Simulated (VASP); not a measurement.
Here is a VASP 6.6.1 calculation.

Contents of INCAR:

```
PREC = Accurate
ENCUT = 520
EDIFF = 1E-6
ISMEAR = 0
SIGMA = 0.15
LREAL = False
LASPH = True
NELM = 100
ALGO = Normal
ISIF = 2
LWAVE = False
LCHARG = False
GGA = PS
NBANDS = 12
```

KPOINTS

```
Automatic mesh
0
Gamma
  18 18 10
```

POSCAR

```
Sb
1.0
    3.1703505502      0.0000000000      0.0000000000
   -1.5851752751      2.7456041154      0.0000000000
    0.0000000000      0.0000000000      6.0188664407
Sb
2
Direct
    0.3333333333      0.6666666667      0.2500000000
    0.6666666667      0.3333333333      0.7500000000
```

Potentials or basis: VASP PAW PBE potentials, release 64 (Sb).

Launch:

```console
$ cat potpaw_PBE.64/Sb/POTCAR > POTCAR
$ mpirun -np 1 vasp_std > vasp.out
```

Task: Estimate the pressure.

Result: 1.9 GPa.

Task: Predict the band gap on the k mesh.

Result: Zero (band 5 reaches 14.80 eV, above the bottom of band 6 at 5.23 eV).

Stress tensor (GPa, compression positive):
```
 4.53  0.00  0.00
 0.00  4.53  0.00
 0.00  0.00 -3.25
```

Caveat: the PAW data sets were made with another functional, which shifts forces and pressure a little; spin-orbit coupling is left out, which moves the levels of the heavy elements.
